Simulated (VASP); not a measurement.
# Ti9Si in VASP: a series of runs

Ti9Si is run at these levels: PBE; tasks: single point.

Program: VASP 6.6.1. These are calculated values, not measurements. Logs are shortened: lines on timing, memory, paths and dates and some standing lists are left out, and cuts for length are marked.

### 1 The cell of the first run

The cell holds a slab with vacuum, 10 atoms: a = 2.832 Å, b = 7.932 Å, c = 19.927 Å, α = 90.00°, β = 90.00°, γ = 90.00°.

### 2 Single point, PBE

Contents of INCAR:

```
SYSTEM = Ti9Si
PREC = Accurate ; ENCUT = 520
EDIFF = 1E-6 ; ISMEAR = 0
SIGMA = 0.1 ; LREAL = .FALSE.
LASPH = .TRUE. ; NELM = 100
ALGO = Normal ; ISIF = 2
LWAVE = .FALSE. ; LCHARG = .TRUE.
LDIPOL = .TRUE. ; IDIPOL = 3
DIPOL = 0.5 0.5 0.333 ; GGA = PE
LELF = .TRUE. ; LVHAR = .TRUE.
LVACPOTAV = .TRUE. ; NBANDS = 67
```

Contents of KPOINTS:

```
regular mesh
0
G
  9 4 1
  0 0 0
```

Contents of POSCAR:

```
Ti9Si
1.0
    2.8319727881      0.0000000000      0.0000000000
    0.0000000000      7.9316622551      0.0000000000
    0.0000000000      0.0000000000     19.9268841387
Ti Si
9 1
Direct
    0.0000000000      0.5000000000      0.2007338414
    0.5000000000      0.1666666667      0.2007338414
    0.5000000000      0.8333333333      0.2007338414
    0.0000000000      0.0000000000      0.3122110470
    0.5000000000      0.6684928840      0.3108725343
    0.5000000000      0.3315071160      0.3108725343
    0.0000000000      0.5000000000      0.4177589349
    0.5000000000      0.1666364345      0.4228902060
    0.5000000000      0.8333635655      0.4228902060
    1.0000000000      0.1666364345      0.5295312846
```

Potentials or basis: VASP PAW PBE potentials, release 64 (Ti_sv, Si).

On the command line:

```bash
cat potpaw_PBE.64/Ti_sv/POTCAR potpaw_PBE.64/Si/POTCAR > POTCAR
mpirun -np 1 vasp_std > vasp.out
```

OUTCAR:

```text
SYSTEM = Ti9Si
   PREC = Accurate
   ENCUT = 520
   EDIFF = 1E-6
   ISMEAR = 0
   LREAL = .FALSE.
   LASPH = .TRUE.
   NELM = 100
   ISIF = 2
   GGA = PE

 ion  position               nearest neighbor table
   1  0.000  0.500  0.201-
   2  0.500  0.167  0.201-   6 2.55   3 2.64
   3  0.500  0.833  0.201-   5 2.55   2 2.64
   4  0.000  0.000  0.312-
   5  0.500  0.668  0.311-   3 2.55   9 2.59   6 2.67   7 2.89   7 2.89
   6  0.500  0.332  0.311-   2 2.55   8 2.59   5 2.67   7 2.89   7 2.89
   7  0.000  0.500  0.418-   5 2.89   6 2.89   5 2.89   6 2.89
   8  0.500  0.167  0.423-  10 2.55  10 2.55   6 2.59   9 2.64
   9  0.500  0.833  0.423-   5 2.59   8 2.64
  10  0.000  0.167  0.530-   8 2.55   8 2.55

  LATTYP: Found a simple orthorhombic cell.
 ALAT       =     2.8319727881
 B/A-ratio  =     2.8007551091
 C/A-ratio  =     7.0363967558

  Lattice vectors:

 A1 = (   2.8319727881,   0.0000000000,   0.0000000000)
 A2 = (   0.0000000000,   7.9316622551,   0.0000000000)
 A3 = (   0.0000000000,   0.0000000000,  19.9268841387)

Analysis of symmetry for initial positions (statically):
=====================================================================
 Subroutine PRICEL returns:
 Original cell was already a primitive cell.

 Routine SETGRP: Setting up the symmetry group for a
 simple orthorhombic supercell.

 Subroutine GETGRP returns: Found  2 space group operations
 (whereof  2 operations were pure point group operations)
 out of a pool of  8 trial point group operations.

The static configuration has the point symmetry C_1h.

Analysis of symmetry for dynamics (positions and initial velocities):
=====================================================================
 Subroutine PRICEL returns:
 Original cell was already a primitive cell.

 Routine SETGRP: Setting up the symmetry group for a
 simple orthorhombic supercell.

 Subroutine GETGRP returns: Found  2 space group operations
 (whereof  2 operations were pure point group operations)
 out of a pool of  8 trial point group operations.

The dynamic configuration has the point symmetry C_1h.

 Subroutine INISYM returns: Found  2 space group operations
 (whereof  2 operations are pure point group operations),
 and found     1 'primitive' translations

----------------------------------------------------------------------------------------

[... 110 lines left out ...]
   NUPDOWN=      -1.0000    fix difference up-down
   EMIN   =  10.00;   EMAX   =-10.00  energy-range for DOS
   EFERMI =   0.00;   METHOD = LEGACY
   ISMEAR =     0;   SIGMA  =   0.10  broadening in eV -4-tet -1-fermi 0-gaus
   EFERMI_NEDOS =   21; number of points for ismear=-14 and -15
   IALGO  =     38    algorithm
   IMIX   =      4    mixing-type and parameters
     AMIX     =   0.40;   BMIX     =  1.00
     AMIX_MAG =   1.60;   BMIX_MAG =  1.00
  volume/ion in A,a.u.               =      44.76       302.06
  Fermi-wavevector in a.u.,A,eV,Ry     =   1.031613  1.949465 14.479652  1.064224
  Thomas-Fermi vector in A             =   2.165769
   LORBIT       =      0    0 simple, 1 ext, 2 COOP (PROOUT), +10 PAW based schemes
   GGA     = PE    functional components
   LHFCALC =     F    Hartree Fock is set to
   AEXX    =    0.0000 exact exchange contribution
   IVDW    =     0    specifies the selected vdW correction
   LEPSILON=     F    determine dielectric tensor
   LRPA    =     F    only Hartree local field effects (RPA)
 non-spin polarized calculation
 Gauss-broadening in eV      SIGMA  =   0.10
  energy-cutoff  :      520.00
  volume of cell :      447.60
 maximum number of plane-waves:     12087
 NGX is ok and might be reduce to    24
   NGX = 11   NGY = 29   NGZ = 75

 dipolmoment           0.000000      0.000000     -0.002833 electrons x Angstroem

 number of electron     111.9999964 magnetization

 dipolmoment           0.000000      0.000000      0.052465 electrons x Angstroem

 Free energy of the ion-electron system (eV)
  ---------------------------------------------------
  ext. energy  EPLUGINS =         0.00000000
  ---------------------------------------------------
  free energy    TOTEN  =       -70.42955062 eV

  energy without entropy =      -70.35803409  energy(sigma->0) =      -70.39379235

 E-fermi :   0.5153     XC(G=0):  -5.3995

 val. band max:        0.5139654684   @ k =   0.4444   0.5000   0.0000
 cond. band min:       0.5236202887   @ k =   0.4444   0.2500   0.0000
 fundamental gap:      0.0096548203
 Fermi energy:         0.5153052339

 k-point     1 :       0.0000    0.0000    0.0000
  band No.  band energies     occupation
      1     -56.5244      2.00000
      2     -56.4807      2.00000
      3     -56.2432      2.00000
      4     -56.1933      2.00000
      5     -56.1295      2.00000
      6     -56.1098      2.00000
[... 1039 lines left out ...]
     66       1.7336      0.00000
     67       1.7830      0.00000

------------------------ aborting loop because EDIFF is reached ----------------------------------------

  FORCE on cell =-STRESS in cart. coord.  units (eV):
  Direction    XX          YY          ZZ          XY          YZ          ZX
  --------------------------------------------------------------------------------------
  -------------------------------------------------------------------------------------
  Total       -5.9669740     -2.7540970      1.0003413      0.0000000      0.2026859      0.0000000
  in kB      -21.3585638     -9.8581887      3.5806850      0.0000000      0.7255066      0.0000000
  external PRESSURE =      -9.2120225 kB  Pullay stress =       0.0000000 kB

 VOLUME and BASIS-vectors are now :
 -----------------------------------------------------------------------------
  energy-cutoff  :      520.00
  volume of cell :      447.60
      direct lattice vectors                 reciprocal lattice vectors
     2.831972788  0.000000000  0.000000000     0.353110738  0.000000000  0.000000000
     0.000000000  7.931662255  0.000000000     0.000000000  0.126076977  0.000000000
     0.000000000  0.000000000 19.926884139     0.000000000  0.000000000  0.050183460

 POSITION                                       TOTAL-FORCE (eV/Angst)
 -----------------------------------------------------------------------------------
      0.00000      3.96583      4.00000         0.000000      0.033954      0.155208
      1.41599      1.32194      4.00000         0.000000      0.007973     -0.066893
      1.41599      6.60972      4.00000         0.000000     -0.061486     -0.092544
      0.00000      0.00000      6.22139         0.000000     -0.086706     -0.305997
      1.41599      5.30226      6.19472         0.000000     -0.046110     -0.164050
      1.41599      2.62940      6.19472         0.000000      0.006335     -0.023249
      0.00000      3.96583      8.32463         0.000000     -0.209626      0.279327
      1.41599      1.32170      8.42688         0.000000      0.272912     -0.221668
      1.41599      6.60996      8.42688         0.000000      0.169870      0.452979
      0.00000      1.32170     10.55191         0.000000     -0.087116     -0.013112
 -----------------------------------------------------------------------------------
    total drift:                                0.000000      0.000106      0.001744

  FREE ENERGIE OF THE ION-ELECTRON SYSTEM (eV)
  ---------------------------------------------------
  free  energy   TOTEN  =       -70.4295506167 eV

  energy  without entropy=      -70.3580340901  energy(sigma->0) =      -70.39379235

 vacuum level on the upper side and lower side of the slab         5.299         4.877
```

OSZICAR:

```text
N       E                     dE             d eps       ncg     rms          rms(c)
DAV:   1     0.140166700268E+04    0.14017E+04   -0.60106E+04  2378   0.168E+03
DAV:   2     0.120558746957E+03   -0.12811E+04   -0.12575E+04  2063   0.538E+02
DAV:   3    -0.435979340400E+02   -0.16416E+03   -0.15937E+03  3404   0.169E+02
[... 28 lines left out ...]
DAV:  32    -0.704295321560E+02   -0.31417E-04   -0.15945E-06  1444   0.672E-03    0.251E-03
DAV:  33    -0.704295410627E+02   -0.89068E-05   -0.51301E-07  1300   0.467E-03    0.227E-03
DAV:  34    -0.704295479125E+02   -0.68497E-05   -0.45297E-07  1284   0.385E-03    0.147E-03
DAV:  35    -0.704295497591E+02   -0.18466E-05   -0.18441E-07  1188   0.235E-03    0.101E-03
DAV:  36    -0.704295506167E+02   -0.85761E-06   -0.15530E-07  1196   0.188E-03
   1 F= -.70429551E+02 E0= -.70393792E+02  d E =-.715165E-01
```

Run time: 13 min. Hardware: 1 thread of Intel Xeon 6975P-C (Granite Rapids), shared host; peak memory 0.65 GiB.

What came out:

| Item | Value |
| --- | --- |
| Free energy | -70.4296 eV |
| Largest force | 0.484 eV/Å |
| Band gap on the k mesh | zero (bands 56 and 57 overlap by 0.27 eV) |

Forces on the atoms (eV/Å):
```
Ti   0.000  0.034  0.155
Ti   0.000  0.008 -0.067
Ti   0.000 -0.061 -0.093
Ti   0.000 -0.087 -0.306
Ti   0.000 -0.046 -0.164
Ti   0.000  0.006 -0.023
Ti   0.000 -0.210  0.279
Ti   0.000  0.273 -0.222
Ti   0.000  0.170  0.453
Si   0.000 -0.087 -0.013
```

### 3 Single point, PBE

Contents of INCAR:

```
ALGO = Normal
DIPOL = 0.5 0.5 0.332
EDIFF = 1E-6
ENCUT = 520
GGA = PE
IDIPOL = 3
ISIF = 2
ISMEAR = 0
LASPH = T
LCHARG = T
LDIPOL = T
LELF = T
LREAL = F
LVACPOTAV = T
LVHAR = T
LWAVE = F
NBANDS = 67
NELM = 100
PREC = Accurate
SIGMA = 0.1
```

Contents of KPOINTS:

```
k-points
0
Gamma
  9 4 1
```

Edit POSCAR of step 2 so:

```diff
@@ -17,2 +17,2 @@
     0.5000000000      0.8333635655      0.4228902060
-    1.0000000000      0.1666364345      0.5295312846
+    1.0000000000      0.6666364345      0.5226054016
```

Potentials or basis: VASP PAW PBE potentials, release 64 (Ti_sv, Si).

On the command line:

```bash
cat potpaw_PBE.64/Ti_sv/POTCAR potpaw_PBE.64/Si/POTCAR > POTCAR
mpirun -np 1 vasp_std > vasp.out
```

OUTCAR:

```text
EDIFF = 1E-6
   ENCUT = 520
   GGA = PE
   ISIF = 2
   ISMEAR = 0
   LASPH = T
   LREAL = F
   NELM = 100
   PREC = Accurate

 ion  position               nearest neighbor table
   1  0.000  0.500  0.201-
   2  0.500  0.167  0.201-   6 2.55   3 2.64
   3  0.500  0.833  0.201-   5 2.55   2 2.64
   4  0.000  0.000  0.312-
   5  0.500  0.668  0.311-   3 2.55   9 2.59   6 2.67   7 2.89   7 2.89
   6  0.500  0.332  0.311-   2 2.55   8 2.59   5 2.67   7 2.89   7 2.89
   7  0.000  0.500  0.418-  10 2.47   6 2.89   5 2.89   5 2.89   6 2.89
   8  0.500  0.167  0.423-   6 2.59   9 2.64
   9  0.500  0.833  0.423-   5 2.59   8 2.64  10 2.78  10 2.78
  10  0.000  0.667  0.523-   7 2.47   9 2.78   9 2.78

  LATTYP: Found a simple orthorhombic cell.
 ALAT       =     2.8319727881
 B/A-ratio  =     2.8007551091
 C/A-ratio  =     7.0363967558

  Lattice vectors:

 A1 = (   2.8319727881,   0.0000000000,   0.0000000000)
 A2 = (   0.0000000000,   7.9316622551,   0.0000000000)
 A3 = (   0.0000000000,   0.0000000000,  19.9268841387)

[... 194 lines left out ...]
      1     -56.5310      2.00000
      2     -56.3173      2.00000
      3     -56.2752      2.00000
      4     -56.2450      2.00000
      5     -56.1852      2.00000
      6     -56.1741      2.00000
[... 1039 lines left out ...]
     66       1.7035      0.00000
     67       1.7922      0.00000

------------------------ aborting loop because EDIFF is reached ----------------------------------------

  FORCE on cell =-STRESS in cart. coord.  units (eV):
  Direction    XX          YY          ZZ          XY          YZ          ZX
  --------------------------------------------------------------------------------------
  -------------------------------------------------------------------------------------
  Total       -6.2910657     -0.7336385      1.3397805      0.0000000      0.9602084      0.0000000
  in kB      -22.5186379     -2.6260319      4.7956949      0.0000000      3.4370305      0.0000000
  external PRESSURE =      -6.7829917 kB  Pullay stress =       0.0000000 kB

 VOLUME and BASIS-vectors are now :
 -----------------------------------------------------------------------------
  energy-cutoff  :      520.00
  volume of cell :      447.60
      direct lattice vectors                 reciprocal lattice vectors
     2.831972788  0.000000000  0.000000000     0.353110738  0.000000000  0.000000000
     0.000000000  7.931662255  0.000000000     0.000000000  0.126076977  0.000000000
     0.000000000  0.000000000 19.926884139     0.000000000  0.000000000  0.050183460

 POSITION                                       TOTAL-FORCE (eV/Angst)
 -----------------------------------------------------------------------------------
      0.00000      3.96583      4.00000         0.000000     -0.010951      0.307151
      1.41599      1.32194      4.00000         0.000000     -0.004676     -0.077980
      1.41599      6.60972      4.00000         0.000000      0.021105     -0.095314
      0.00000      0.00000      6.22139         0.000000      0.149078     -0.122788
      1.41599      5.30226      6.19472         0.000000     -0.064262     -0.488369
      1.41599      2.62940      6.19472         0.000000      0.027392     -0.273043
      0.00000      3.96583      8.32463         0.000000     -0.178512     -0.154317
      1.41599      1.32170      8.42688         0.000000      0.182111      0.113565
      1.41599      6.60996      8.42688         0.000000     -0.731243      0.789356
      0.00000      5.28754     10.41390         0.000000      0.609957      0.001738
 -----------------------------------------------------------------------------------
    total drift:                                0.000000     -0.000230      0.001455

  FREE ENERGIE OF THE ION-ELECTRON SYSTEM (eV)
  ---------------------------------------------------
  free  energy   TOTEN  =       -70.3290888206 eV

  energy  without entropy=      -70.2471123629  energy(sigma->0) =      -70.28810059

 vacuum level on the upper side and lower side of the slab         5.328         4.832
```

stdout:

```text
POSCAR found type information on POSCAR TiSi
 POSCAR found :  2 types and      10 ions
 scaLAPACK will be used
 LDA part: xc-table for (Slater+PW92), standard interpolation
 POSCAR, INCAR and KPOINTS ok, starting setup
 FFT: planning ... GRIDC
 FFT: planning ... GRID_SOFT
 FFT: planning ... GRID
 WAVECAR not read
 entering main loop
 -----------------------------------------------------------------------------
|                                                                             |
|           W    W    AA    RRRRR   N    N  II  N    N   GGGG   !!!           |
|           W    W   A  A   R    R  NN   N  II  NN   N  G    G  !!!           |
|           W    W  A    A  R    R  N N  N  II  N N  N  G       !!!           |
|           W WW W  AAAAAA  RRRRR   N  N N  II  N  N N  G  GGG   !            |
|           WW  WW  A    A  R   R   N   NN  II  N   NN  G    G                |
|           W    W  A    A  R    R  N    N  II  N    N   GGGG   !!!           |
|                                                                             |
|     Did not find any points to average over, which means that no vacuum     |
|     field-free region was found. Please increase the size of  your cell     |
|     in the dimension of the dipole correction to obtain accurate            |
|     workfunction values.                                                    |
|                                                                             |
 -----------------------------------------------------------------------------
```

Run time: 12 min. Hardware: 1 thread of Intel Xeon 6975P-C (Granite Rapids), shared host; peak memory 0.65 GiB.

What came out:

```yaml
Free_energy: -70.3291 eV
Largest_force: 1.076 eV/Å
Band_gap_on_the_k_mesh: zero (bands 56 and 57 overlap by 0.29 eV)
```

Forces on the atoms (eV/Å):
```
Ti   0.000 -0.011  0.307
Ti   0.000 -0.005 -0.078
Ti   0.000  0.021 -0.095
Ti   0.000  0.149 -0.123
Ti   0.000 -0.064 -0.488
Ti   0.000  0.027 -0.273
Ti   0.000 -0.179 -0.154
Ti   0.000  0.182  0.114
Ti   0.000 -0.731  0.789
Si   0.000  0.610  0.002
```

Levels at points of the mesh, in eV from the Fermi level:
| k point | band 53 | band 54 | band 55 | band 56 | band 57 | band 58 | band 59 | band 60 |
| --- | --- | --- | --- | --- | --- | --- | --- | --- |
| (0.00, 0.00, 0.00) | -0.32 | -0.21 | -0.18 | -0.11 | -0.06 | 0.06 | 0.20 | 0.26 |
| (0.00, 0.50, 0.00) | -0.38 | -0.28 | -0.13 | -0.04 | 0.23 | 0.26 | 0.31 | 0.50 |

(Part 1 of 2 ends here.)

The gap in the log of VASP goes by the Fermi energy; the results here count the filled bands.